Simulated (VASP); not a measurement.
Write the native input for VASP 6.6.1 that does the following.

```yaml
Task: single point
Functional: PBE
Dispersion: D3(BJ)
Potentials_or_basis: VASP PAW PBE potentials, release 64 (Sn_d, O)
Cutoff: 520 eV
k_mesh: 6 × 6 × 1
Occupations: gaussian, width 0.02 eV
Spin: no spin polarisation
Dipole_correction: yes
Further_INCAR_settings: ALGO = Normal; EDIFF = 1e-06; NBANDS = 28
```

The structure of SnO lies in POSCAR:

```
SnO
1.0
    3.7441479531     -0.0000141770      0.0000000000
    0.0000141770      3.7441479531      0.0000000000
    0.0000000000      0.0000000000     30.6349243850
Sn O
2 2
Direct
    0.7500000000      0.2500000000      0.4606422316
    0.2500000000      0.7500000000      0.5393577684
    0.2500000000      0.2500000000      0.5000000000
    0.7500000000      0.7500000000      0.5000000000
```

This cell differs from its parent crystal: biaxial strain -0.020, then relaxed in part.

One way to write it, as run:

INCAR

```
SYSTEM = SnO
PREC = Accurate ; ENCUT = 520
EDIFF = 1E-6 ; ISMEAR = 0
SIGMA = 0.02 ; LREAL = .FALSE.
LASPH = .TRUE. ; NELM = 60
ALGO = Normal ; ISIF = 2
LWAVE = .FALSE. ; LCHARG = .TRUE.
LDIPOL = .TRUE. ; IDIPOL = 3
DIPOL = 0.5 0.5 0.500 ; GGA = PE
IVDW = 12 ; LELF = .TRUE.
LVHAR = .TRUE. ; LVACPOTAV = .TRUE.
NBANDS = 28
```

KPOINTS

```
Automatic mesh
0
G
  6 6 1
  0 0 0
```

Potentials or basis: VASP PAW PBE potentials, release 64 (Sn_d, O).

Run with:

```bash
$ cat potpaw_PBE.64/Sn_d/POTCAR potpaw_PBE.64/O/POTCAR > POTCAR
$ mpirun -np 1 vasp_std > vasp.out
```

Results of the run:

```yaml
Largest_force: 0.097 eV/Å
Band_gap_on_the_k_mesh: 3.15 eV (least direct gap 3.29 eV)
Dispersion_energy_per_atom: -0.143 eV
```

Caveat: the cell differs from its parent crystal (biaxial strain -0.020, then relaxed in part); spin-orbit coupling is left out, which moves the levels of the heavy elements.

Run time: 6.4 min on 1 thread of Intel Xeon 8259CL, with other jobs on the host, peak memory 0.47 GiB.
